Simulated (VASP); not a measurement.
Write the native input for VASP 6.6.1 that does the following.

```yaml
Task: single point
Functional: r2SCAN
Potentials_or_basis: VASP PAW PBE potentials, release 64 (C)
Cutoff: 520 eV
k_mesh: 12 × 12 × 12
Occupations: gaussian, width 0.01 eV
Spin: no spin polarisation
Dipole_correction: no
Further_INCAR_settings: ALGO = Normal; EDIFF = 1e-07; NBANDS = 11
```

The system is C.

```
C
1.0
     0.00000    1.78012    1.72672
     1.78012    0.00000    1.72672
     1.78012    1.78012    0.00000
C
2
Direct
  0.00000 0.00000 0.00000
  0.25000 0.25000 0.25000
```

This cell differs from its parent crystal: uniaxial z strain -3.0%.

One way to write it, as run:

POSCAR

```
C
1.0
    0.0000000000      1.7801241425      1.7267204183
    1.7801241425      0.0000000000      1.7267204183
    1.7801241425      1.7801241425      0.0000000000
C
2
Direct
    0.0000000000      0.0000000000      0.0000000000
    0.2500000000      0.2500000000      0.2500000000
```

INCAR.step1

```
SYSTEM = C
PREC     = Accurate       ! precision mode
ENCUT    = 520            ! plane-wave cutoff, eV
ISMEAR   = 0              ! smearing method
SIGMA    = 0.01           ! smearing width, eV
LREAL    = .FALSE.        ! projectors in reciprocal space
LASPH    = .TRUE.         ! aspherical terms in the spheres
NELM     = 60             ! most SCF steps
NBANDS   = 11             ! bands
GGA      = PE             ! functional
ALGO     = Normal         ! electronic algorithm
EDIFF    = 1E-4           ! SCF threshold, eV
LWAVE    = .TRUE.         ! write WAVECAR
LCHARG   = .FALSE.        ! write CHGCAR
```

INCAR.step2

```
SYSTEM = C
PREC     = Accurate       ! precision mode
ENCUT    = 520            ! plane-wave cutoff, eV
EDIFF    = 1E-7           ! SCF threshold, eV
ISMEAR   = 0              ! smearing method
SIGMA    = 0.01           ! smearing width, eV
LREAL    = .FALSE.        ! projectors in reciprocal space
LASPH    = .TRUE.         ! aspherical terms in the spheres
NELM     = 60             ! most SCF steps
ALGO     = Normal         ! electronic algorithm
ISIF     = 2              ! what is computed and relaxed
LWAVE    = .FALSE.        ! write WAVECAR
LCHARG   = .FALSE.        ! write CHGCAR
METAGGA  = R2SCAN         ! meta-GGA
LMIXTAU  = .TRUE.       
NBANDS   = 11             ! bands
ISTART   = 1
```

KPOINTS

```
regular mesh
0
G
  12 12 12
  0 0 0
```

Potentials or basis: VASP PAW PBE potentials, release 64 (C).

Command:

```sh
$ cat potpaw_PBE.64/C/POTCAR > POTCAR
$ cp INCAR.step1 INCAR
$ mpirun -np 1 vasp_std > vasp.out
$ cp INCAR.step2 INCAR
$ mpirun -np 1 vasp_std > vasp.out
```

Results of the run:

| Property | Result |
| --- | --- |
| Pressure | 15.8 GPa |
| Band gap on the k mesh | 3.61 eV, indirect (least direct gap 5.35 eV) |

Caveat: the cell differs from its parent crystal (uniaxial z strain -3.0%); the PAW data sets were made with another functional, which shifts forces and pressure a little.

Wall time 80 s on 1 thread of Intel(R) Xeon(R) Platinum 8488C (Sapphire Rapids) (shared host), peak memory 0.13 GiB.
